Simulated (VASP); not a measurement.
# Si24NO47 (a cell with a defect) in VASP: single point with PBEsol

Aim: the single point of Si24NO47 (a cell with a defect) with PBEsol.

Program: VASP 6.6.1. These are calculated values, not measurements. Logs are shortened: lines on timing, memory, paths and dates and some standing lists are left out, and cuts for length are marked.

## 1. The cell of the first run

The cell holds a defect, 72 atoms: a = 9.902 Å, b = 9.902 Å, c = 10.886 Å, α = 90.00°, β = 90.00°, γ = 120.00°.

## 2. Single point, PBEsol

The input, INCAR:

```
SYSTEM = Si24NO47
ALGO = Normal
EDIFF = 1E-6
ENCUT = 520
GGA = PS
ISIF = 2
ISMEAR = -1
ISYM = 0
LASPH = .TRUE.
LCHARG = .FALSE.
LREAL = Auto
LWAVE = .FALSE.
NBANDS = 234
NELECT = 384.0
NELM = 100
PREC = Accurate
SIGMA = 0.05
```

The input, KPOINTS:

```
Automatic mesh
0
Gamma
  1 1 1
  0.25 0.25 0.25
```

The input, POSCAR:

```
Si24NO47
1.0
    9.9016390000      0.0000000000      0.0000000000
   -4.9508190000      8.5750710000      0.0000000000
    0.0000000000      0.0000000000     10.8858800000
Si O N
24 47 1
Direct
    0.2407550000      0.0015250000      0.1692500000
    0.2327530000      0.0053340000      0.6651600000
    0.2336410000      0.4989930000      0.1671370000
    0.2334830000      0.5000640000      0.6653400000
    0.7373110000      0.0018510000      0.1695680000
    0.7350040000      0.9998440000      0.6652790000
    0.7345550000      0.4963720000      0.1652840000
    0.7334500000      0.4961740000      0.6626890000
    0.0057770000      0.2344570000      0.3371900000
    0.0002090000      0.2350340000      0.8331570000
    0.0000730000      0.7344510000      0.3325350000
    0.9977670000      0.7348440000      0.8308500000
    0.5044480000      0.2369360000      0.3386870000
    0.4989810000      0.2338490000      0.8334160000
    0.4985360000      0.7376400000      0.3344930000
    0.4981910000      0.7345690000      0.8326960000
    0.2641590000      0.2631070000      0.0014470000
    0.2776680000      0.2687520000      0.4994630000
    0.2610330000      0.7627510000      0.9988920000
    0.2623180000      0.7660120000      0.5018960000
    0.7645550000      0.2643380000      0.0000870000
    0.7660570000      0.2622490000      0.4954690000
    0.7630490000      0.7633790000      0.0010310000
    0.7628450000      0.7623440000      0.4991350000
    0.2077980000      0.1321990000      0.1082610000
    0.1988690000      0.1370120000      0.6118310000
    0.2024350000      0.6297580000      0.1048320000
    0.2058450000      0.6372680000      0.6109880000
    0.7092580000      0.1342370000      0.1075100000
    0.7040180000      0.1303680000      0.6038060000
    0.7053230000      0.6306700000      0.1065390000
    0.7051260000      0.6310060000      0.6055950000
    0.3750830000      0.0715220000      0.2717160000
    0.3657350000      0.0730640000      0.7724860000
    0.3662320000      0.5776010000      0.2722910000
    0.3666390000      0.5727140000      0.7723010000
    0.8696620000      0.0737450000      0.2754850000
    0.8665370000      0.0738670000      0.7724100000
    0.8683120000      0.5734460000      0.2708130000
    0.8670170000      0.5735950000      0.7690520000
    0.4255700000      0.2927870000      0.9400040000
    0.4246820000      0.7941740000      0.4423220000
    0.4233180000      0.7920160000      0.9389660000
    0.9336640000      0.2924200000      0.4455490000
    0.9257660000      0.2915160000      0.9402360000
    0.9244450000      0.7911090000      0.4387350000
    0.9234700000      0.7915780000      0.9385990000
    0.1386970000      0.2050240000      0.3930020000
    0.1315490000      0.2045980000      0.8948980000
    0.1310120000      0.7033920000      0.3942870000
    0.1297850000      0.7047850000      0.8919440000
    0.6480150000      0.2056470000      0.3802740000
    0.6302800000      0.2027090000      0.8949360000
    0.6321340000      0.7085520000      0.3923680000
    0.6308250000      0.7066670000      0.8946410000
    0.0733790000      0.3658290000      0.2284630000
    0.0727850000      0.3696670000      0.7294520000
    0.0767490000      0.8678360000      0.2275900000
    0.0723540000      0.8691840000      0.7268220000
    0.5750050000      0.3587370000      0.2201180000
    0.5755530000      0.3675200000      0.7294680000
    0.5736290000      0.8702720000      0.2284260000
    0.5734330000      0.8672360000      0.7267580000
    0.2926770000      0.4255750000      0.0605590000
    0.2855730000      0.4272240000      0.5567040000
    0.2911620000      0.9248260000      0.0584740000
    0.2879970000      0.9278080000      0.5587900000
    0.7979910000      0.4296860000      0.0559700000
    0.7951970000      0.4235680000      0.5583590000
    0.7927640000      0.9250020000      0.0625960000
    0.7931160000      0.9242180000      0.5604200000
    0.4466490000      0.2998130000      0.4534610000
```

Potentials or basis: VASP PAW PBE potentials, release 64 (Si, O, N).

Launch:

```sh
> cat potpaw_PBE.64/Si/POTCAR potpaw_PBE.64/O/POTCAR potpaw_PBE.64/N/POTCAR > POTCAR
> mpirun -np 1 vasp_std > vasp.out
```

OUTCAR:

```text
SYSTEM = Si24NO47
   EDIFF = 1E-6
   ENCUT = 520
   GGA = PS
   ISIF = 2
   ISMEAR = -1
   ISYM = 0
   LASPH = .TRUE.
   LREAL = Auto
   NELECT = 384.0
   NELM = 100
   PREC = Accurate

 ion  position               nearest neighbor table
   1  0.241  0.002  0.169-  33 1.60  58 1.63  25 1.63  66 1.63  17 3.08  11 3.09  19 3.09  13 3.09

   2  0.233  0.005  0.665-  26 1.61  67 1.63  59 1.63  34 1.63  18 3.02  14 3.08  20 3.09  12 3.10

   3  0.234  0.499  0.167-  56 1.62  35 1.62  27 1.62  64 1.63   9 3.08  17 3.08  19 3.09  15 3.10

   4  0.233  0.500  0.665-  65 1.60  57 1.62  28 1.63  36 1.63  20 3.07  16 3.08  10 3.08  18 3.11

   5  0.737  0.002  0.170-  29 1.62  37 1.62  62 1.62  70 1.63  15 3.08  21 3.09   9 3.09  23 3.10

   6  0.735  1.000  0.665-  30 1.62  71 1.62  63 1.62  38 1.62  22 3.08  24 3.09  10 3.09  16 3.09

   7  0.735  0.496  0.165-  60 1.60  39 1.63  31 1.63  68 1.63  21 3.05  13 3.08  23 3.09  11 3.10

   8  0.733  0.496  0.663-  61 1.61  69 1.62  32 1.62  40 1.63  24 3.07  22 3.09  14 3.09  12 3.10

   9  0.006  0.234  0.337-  48 1.60  44 1.62  37 1.63  56 1.63  22 3.05   3 3.08  18 3.09   5 3.09

  10  0.000  0.235  0.833-  57 1.62  38 1.62  49 1.62  45 1.62   4 3.08  21 3.08  17 3.09   6 3.09

  11  0.000  0.734  0.333-  39 1.62  58 1.62  50 1.62  46 1.62  20 3.07   1 3.09  24 3.09   7 3.10

  12  0.998  0.735  0.831-  40 1.62  59 1.62  51 1.62  47 1.63  19 3.08  23 3.09   8 3.10   2 3.10

  13  0.504  0.237  0.339-  72 1.62  33 1.66  52 1.66  60 1.66  18 2.99  22 3.01   7 3.08   1 3.09

  14  0.499  0.234  0.833-  61 1.61  34 1.62  53 1.62  41 1.62   2 3.08  21 3.08  17 3.08   8 3.09

  15  0.499  0.738  0.334-  35 1.62  54 1.62  62 1.62  42 1.62   5 3.08  24 3.08  20 3.09   3 3.10

  16  0.498  0.735  0.833-  36 1.62  55 1.62  63 1.62  43 1.62   4 3.08  19 3.09   6 3.09  23 3.09

  17  0.264  0.263  0.001-  41 1.62  25 1.62  64 1.62  49 1.63   1 3.08   3 3.08  14 3.08  10 3.09

  18  0.278  0.269  0.499-  72 1.62  65 1.65  48 1.66  26 1.67  13 2.99   2 3.02   9 3.09   4 3.11

  19  0.261  0.763  0.999-  66 1.61  43 1.62  51 1.62  27 1.62  12 3.08  16 3.09   3 3.09   1 3.09

  20  0.262  0.766  0.502-  67 1.61  42 1.62  28 1.62  50 1.63  11 3.07   4 3.07  15 3.09   2 3.09

  21  0.765  0.264  0.000-  45 1.62  68 1.62  29 1.62  53 1.62   7 3.05  14 3.08  10 3.08   5 3.09

  22  0.766  0.262  0.495-  52 1.61  69 1.63  44 1.63  30 1.63  13 3.01   9 3.05   6 3.08   8 3.09

  23  0.763  0.763  0.001-  47 1.62  31 1.62  70 1.62  55 1.62   7 3.09  16 3.09  12 3.09   5 3.10
[... 49 lines left out ...]
  71  0.793  0.924  0.560-  24 1.62   6 1.62
  72  0.447  0.300  0.453-  18 1.62  13 1.62

IMPORTANT INFORMATION: All symmetrisations will be switched off!
NOSYMM: (Re-)initialisation of all symmetry stuff for point group C_1.

----------------------------------------------------------------------------------------

                                     Primitive cell

  volume of cell :     924.2902

  direct lattice vectors                    reciprocal lattice vectors
     9.901639000  0.000000000  0.000000000     0.100993381  0.058308549  0.000000000
    -4.950819000  8.575071000  0.000000000     0.000000000  0.116617110  0.000000000
     0.000000000  0.000000000 10.885880000     0.000000000  0.000000000  0.091862119

  length of vectors
     9.901639000  9.901638825 10.885880000     0.116617108  0.116617110  0.091862119

  position of ions in fractional coordinates (direct lattice)
     0.240755000  0.001525000  0.169250000
     0.232753000  0.005334000  0.665160000
     0.233641000  0.498993000  0.167137000
     0.233483000  0.500064000  0.665340000
     0.737311000  0.001851000  0.169568000
     0.735004000  0.999844000  0.665279000
[... 64 lines left out ...]
     0.793116000  0.924218000  0.560420000
     0.446649000  0.299813000  0.453461000

  ion indices of the primitive-cell ions
   primitive index   ion index
                 1           1
                 2           2
                 3           3
                 4           4
                 5           5
                 6           6
[... 64 lines left out ...]
                71          71
                72          72

----------------------------------------------------------------------------------------

 KPOINTS: Automatic mesh

Automatic generation of k-mesh.
 Grid dimensions read from file:
 generate k-points for:    1    1    1

 Generating k-lattice:

  Cartesian coordinates                     Fractional coordinates (reciprocal lattice)
     0.100993381  0.058308549  0.000000000     1.000000000 -0.000000000  0.000000000
     0.000000000  0.116617110  0.000000000     0.000000000  1.000000000  0.000000000
     0.000000000  0.000000000  0.091862119     0.000000000  0.000000000  1.000000000

  Length of vectors
     0.116617108  0.116617110  0.091862119

  Shift w.r.t. Gamma in fractional coordinates (k-lattice)
     0.250000000  0.250000000  0.250000000

 Subroutine IBZKPT returns following result:
 ===========================================

 Found      6 irreducible k-points:

 Following reciprocal coordinates:
            Coordinates               Weight
  0.250000  0.250000  0.250000      2.000000
 -0.250000  0.500000  0.250000      2.000000
  0.500000  0.250000  0.250000      2.000000
 -0.250000 -0.250000  0.250000      2.000000
  0.250000  0.500000  0.250000      2.000000
  0.500000 -0.250000  0.250000      2.000000
   k-points           NKPTS =      6   k-points in BZ     NKDIM =      6   number of bands    NBANDS=    234
   number of dos      NEDOS =    301   number of ions     NIONS =     72
   total plane-waves  NPLWV = 537600
   dimension x,y,z NGX =    80 NGY =   80 NGZ =   84
   dimension x,y,z NGXF=   160 NGYF=  160 NGZF=  168
   ions per type =              24  47   1
   NGX,Y,Z   is equivalent  to a cutoff of  13.43, 13.43, 12.83 a.u.
   NGXF,Y,Z  is equivalent  to a cutoff of  26.86, 26.86, 25.66 a.u.
 SYSTEM =  Si24NO47
   PREC   = accura    normal or accurate (medium, high low for compatibility)
   ISTART =      0    job   : 0-new  1-cont  2-samecut
   ICHARG =      2    charge: 1-file 2-atom 10-const
   ISPIN  =      1    spin polarized calculation?
   LNONCOLLINEAR =      F non collinear calculations
   LSORBIT =      F    spin-orbit coupling
   LASPH  =      T    aspherical Exc in radial PAW
   ENCUT  =  520.0 eV  38.22 Ry    6.18 a.u.  18.41 18.41 20.24*2*pi/ulx,y,z
   NELM   =    100;   NELMIN=  2; NELMDL= -5     # of ELM steps
   EDIFF  = 0.1E-05   stopping-criterion for ELM
   LREAL  =      T    real-space projection
   EDIFFG = 0.1E-04   stopping-criterion for IOM
   NSW    =      0    number of steps for IOM
   IBRION =     -1    ionic relax: 0-MD 1-quasi-New 2-CG
   NFREE  =      0    steps in history (QN), initial steepest desc. (CG)
   ISIF   =      2    stress and relaxation
   ISYM   =      0    0-nonsym 1-usesym 2-fastsym
   POTIM  = 0.5000    time-step for ionic-motion
   TEBEG  =    0.0;   TEEND  =   0.0 temperature during run
   PSTRESS=    0.0 pullay stress
   NELECT =     384.0000    total number of electrons
   NUPDOWN=      -1.0000    fix difference up-down
   EMIN   =  10.00;   EMAX   =-10.00  energy-range for DOS
   EFERMI =   0.00;   METHOD = LEGACY
   ISMEAR =    -1;   SIGMA  =   0.05  broadening in eV -4-tet -1-fermi 0-gaus
   EFERMI_NEDOS =   21; number of points for ismear=-14 and -15
   IALGO  =     38    algorithm
   IMIX   =      4    mixing-type and parameters
     AMIX     =   0.40;   BMIX     =  1.00
     AMIX_MAG =   1.60;   BMIX_MAG =  1.00
  volume/ion in A,a.u.               =      12.84        86.63
  Fermi-wavevector in a.u.,A,eV,Ry     =   1.221563  2.308419 20.302826  1.492216
  Thomas-Fermi vector in A             =   2.356741
   LORBIT       =      0    0 simple, 1 ext, 2 COOP (PROOUT), +10 PAW based schemes
   GGA     = PS    functional components
   LHFCALC =     F    Hartree Fock is set to
   AEXX    =    0.0000 exact exchange contribution
   IVDW    =     0    specifies the selected vdW correction
   LEPSILON=     F    determine dielectric tensor
   LRPA    =     F    only Hartree local field effects (RPA)
 non-spin polarized calculation
  energy-cutoff  :      520.00
  volume of cell :      924.29
 maximum number of plane-waves:     24895
 NGX is ok and might be reduce to    80
   NGX = 37   NGY = 37   NGZ = 41

 number of electron     384.0000005 magnetization

 Free energy of the ion-electron system (eV)
  ---------------------------------------------------
  ext. energy  EPLUGINS =         0.00000000
  ---------------------------------------------------
  free energy    TOTEN  =      -587.46765753 eV

  energy without entropy =     -587.46765753  energy(sigma->0) =     -587.46765753

 E-fermi :   4.3665     XC(G=0):  -9.3672

 val. band max:        3.0835244175   @ k =   0.2500   0.2500   0.2500
 cond. band min:       7.3694328981   @ k =   0.5000   0.2500   0.2500
 fundamental gap:      4.2859084806
 Fermi energy:         4.3665307583

 k-point     1 :       0.2500    0.2500    0.2500
  band No.  band energies     occupation
      1     -18.3366      2.00000
      2     -18.2103      2.00000
      3     -18.1447      2.00000
      4     -18.1113      2.00000
      5     -18.0248      2.00000
      6     -17.9173      2.00000
[... 1231 lines left out ...]
    203       9.6595      0.00000
    204       9.7121      0.00000
 [bands above 204 left out]

------------------------ aborting loop because EDIFF is reached ----------------------------------------

  FORCE on cell =-STRESS in cart. coord.  units (eV):
  Direction    XX          YY          ZZ          XY          YZ          ZX
  --------------------------------------------------------------------------------------
  -------------------------------------------------------------------------------------
  Total       12.7789899     10.9756049     11.7005622      0.1115171     -0.9604236     -1.6753774
  in kB       22.1512763     19.0252640     20.2819150      0.1933053     -1.6648115     -2.9041221
  external PRESSURE =      20.4861517 kB  Pullay stress =       0.0000000 kB

 VOLUME and BASIS-vectors are now :
 -----------------------------------------------------------------------------
  energy-cutoff  :      520.00
  volume of cell :      924.29
      direct lattice vectors                 reciprocal lattice vectors
     9.901639000  0.000000000  0.000000000     0.100993381  0.058308549  0.000000000
    -4.950819000  8.575071000  0.000000000     0.000000000  0.116617110  0.000000000
     0.000000000  0.000000000 10.885880000     0.000000000  0.000000000  0.091862119

 POSITION                                       TOTAL-FORCE (eV/Angst)
 -----------------------------------------------------------------------------------
      2.37632      0.01308      1.84244        -0.029288      0.000562     -0.021632
      2.27823      0.04574      7.24085         0.024906     -0.029818      0.030817
     -0.15700      4.27890      1.81943        -0.009031     -0.002500     -0.016846
     -0.16386      4.28808      7.24281        -0.037800     -0.009722      0.031174
      7.29142      0.01587      1.84590        -0.019310      0.009312     -0.020713
      2.32770      8.57373      7.24215        -0.013035     -0.012674      0.029676
[... 64 lines left out ...]
      3.27751      7.92523      6.10066         0.001986      0.019646     -0.023383
      2.93824      2.57092      4.93632         0.043045      0.028343      0.046898
 -----------------------------------------------------------------------------------
    total drift:                               -0.008138     -0.010811     -0.010216

  FREE ENERGIE OF THE ION-ELECTRON SYSTEM (eV)
  ---------------------------------------------------
  free  energy   TOTEN  =      -587.4676575316 eV

  energy  without entropy=     -587.4676575316  energy(sigma->0) =     -587.46765753
```

Wall time 82 min (1 thread of Intel Xeon Platinum 8375C at 2.90GHz (Ice Lake), shared host); peak memory 1.5 GiB.

What came out:

```yaml
Free_energy: -587.4677 eV
Largest_force: 0.078 eV/Å
```

Forces in eV/Å, atoms in the order of the input:
```
Si  -0.029  0.001 -0.022
Si   0.025 -0.030  0.031
Si  -0.009 -0.003 -0.017
Si  -0.038 -0.010  0.031
Si  -0.019  0.009 -0.021
Si  -0.013 -0.013  0.030
Si  -0.002  0.019 -0.013
Si  -0.016 -0.006 -0.002
Si  -0.009 -0.013 -0.017
Si   0.010 -0.018  0.003
Si  -0.001 -0.022 -0.007
Si   0.002 -0.010  0.011
Si  -0.009 -0.034 -0.019
Si   0.002 -0.020  0.020
Si   0.000 -0.026 -0.004
Si   0.000 -0.007 -0.003
Si   0.001  0.009 -0.002
Si  -0.011  0.019 -0.031
Si   0.014  0.018  0.002
Si   0.006  0.013  0.003
Si   0.015  0.008  0.000
Si   0.023  0.037  0.030
Si  -0.003  0.007 -0.006
Si   0.010  0.017  0.003
O   -0.015  0.004  0.009
O   -0.054  0.051 -0.024
O   -0.016  0.003  0.014
O   -0.019  0.012  0.005
O   -0.016  0.001  0.012
O   -0.026  0.024 -0.008
O   -0.014  0.003  0.018
O   -0.015  0.010  0.013
O    0.035  0.010  0.043
O   -0.004 -0.025 -0.001
O    0.006 -0.010  0.016
O    0.002 -0.023  0.004
O    0.012 -0.008  0.017
O    0.002 -0.015  0.005
O    0.007 -0.016  0.014
O    0.005 -0.020  0.008
O    0.021  0.007  0.005
O    0.015  0.011  0.007
O    0.015  0.005  0.017
O    0.014  0.013  0.024
O    0.012  0.003  0.011
O    0.018  0.009  0.014
O    0.028  0.008  0.006
O    0.056 -0.014  0.022
O    0.016 -0.009 -0.005
O    0.019 -0.012 -0.007
O    0.012 -0.014 -0.008
O   -0.005 -0.024 -0.054
O    0.008 -0.011 -0.013
O    0.017 -0.004 -0.005
O    0.025 -0.007 -0.006
O   -0.022 -0.018  0.001
O   -0.011  0.014 -0.022
O   -0.015 -0.002 -0.014
O   -0.014  0.007 -0.018
O   -0.035 -0.048  0.017
O   -0.016  0.003 -0.009
O   -0.019  0.000 -0.010
O   -0.010  0.002 -0.017
O   -0.005  0.019 -0.008
O    0.020 -0.018 -0.040
O   -0.007  0.016 -0.008
O   -0.008  0.020 -0.012
O   -0.007  0.028 -0.009
O   -0.005  0.006 -0.020
O   -0.002  0.017 -0.006
O    0.002  0.020 -0.023
N    0.043  0.028  0.047
```

Levels at points of the mesh, in eV from the Fermi level:
```tsv
k point	band 188	band 189	band 190	band 191	band 192	band 193	band 194	band 195	band 196	band 197
(0.25, 0.25, 0.25)	-3.60	-3.49	-3.44	-1.64	-1.28	3.01	3.65	3.74	3.90	4.32
```

Caveat: the cell carries a net charge on a neutralising background, which shifts energy and pressure; the cell is charged against a uniform background, so pressure and absolute levels hang on convention; the PAW data sets were made with another functional, which shifts forces and pressure a little.
